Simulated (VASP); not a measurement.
Wanted: the native input for a VASP 6.6.1 run.

```
Task                   : single point
Functional             : RPBE
Dispersion             : D4
Potentials or basis    : VASP PAW PBE potentials, release 64 (Al)
Cutoff                 : 520 eV
k mesh                 : 9 × 9 × 9
Occupations            : gaussian, width 0.1 eV
Spin                   : no spin polarisation
Dipole correction      : no
Further INCAR settings : ALGO = Normal; EDIFF = 1e-06; NBANDS = 8
```

The structure of Al lies in POSCAR:

```
Al
1.0
   -1.5709520000      1.5857070000      1.5324440000
    1.6408170000     -1.6156500000      1.6322510000
    1.5566800000      1.6013780000     -1.5623870000
Al
1
Direct
    0.0219460000      0.0319690000     -0.0038380000
```

This cell differs from its parent crystal: the cell strained at random.

These files were run (other wordings do the same):

INCAR

```
PREC = Accurate
ENCUT = 520
EDIFF = 1E-6
ISMEAR = 0
SIGMA = 0.1
LREAL = F
LASPH = T
NELM = 80
ALGO = Normal
ISIF = 2
LWAVE = F
LCHARG = F
GGA = RP
IVDW = 13
NBANDS = 8
```

KPOINTS

```
Automatic mesh
0
Gamma
  9 9 9
```

Potentials or basis: VASP PAW PBE potentials, release 64 (Al).

The run is started by

```sh
$ cat potpaw_PBE.64/Al/POTCAR > POTCAR
$ mpirun -np 1 vasp_std > vasp.out
```

Results of the run:

| Property | Result |
| --- | --- |
| Pressure | -1.1 GPa |
| Band gap on the k mesh | zero (an odd number of electrons rules out a gap without spin polarisation) |
| Dispersion energy per atom | -0.674 eV |

Caveat: the cell differs from its parent crystal (the cell strained at random); the PAW data sets were made with another functional, which shifts forces and pressure a little.

It took 32 s on 1 thread of Intel(R) Xeon(R) Platinum 8488C (Sapphire Rapids) (shared host), peak memory 0.15 GiB.
